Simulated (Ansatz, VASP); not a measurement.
One calculation of Na2S, two programs

```xyz
3
Lattice="0.0000 3.2554 3.2554 3.2554 0.0000 3.2554 3.2554 3.2554 0.0000" Properties=species:S:1:pos:R:3 pbc="T T T"
Na    1.6277    1.6277    1.6277
Na    4.8831    4.8831    4.8831
S     0.0000    0.0000    0.0000
```

Alike in both runs: task single point; functional PBE-based screened hybrid; k mesh 4 × 4 × 4; no spin polarisation.

|  | VASP | Ansatz |
| --- | --- | --- |
| version | VASP 6.6.1 | Ansatz 0.2.0 |
| potentials or method | VASP PAW PBE potentials, release 64 (Na_pv, S) | plane waves |
| plane-wave cutoff (eV) | 400 | 420 |
| occupations | gaussian, width 0.01 eV | fixed |
| valence electrons in the cell | 20 | 24 |

```tsv
	VASP	Ansatz	Ansatz less VASP
gap on the k mesh at the Fermi level (eV)	3.51	3.53	+0.018
pressure (GPa)	-0.2	-0.1	+0.18
```

VASP's potentials were made for PBE, not for PBE-based screened hybrid. VASP's potentials hold 20 valence electrons a cell and Ansatz's 24, so a difference there can come from the potentials and not from the codes. Ansatz's warnings: stress exchange threshold loose, stress scf threshold loose.
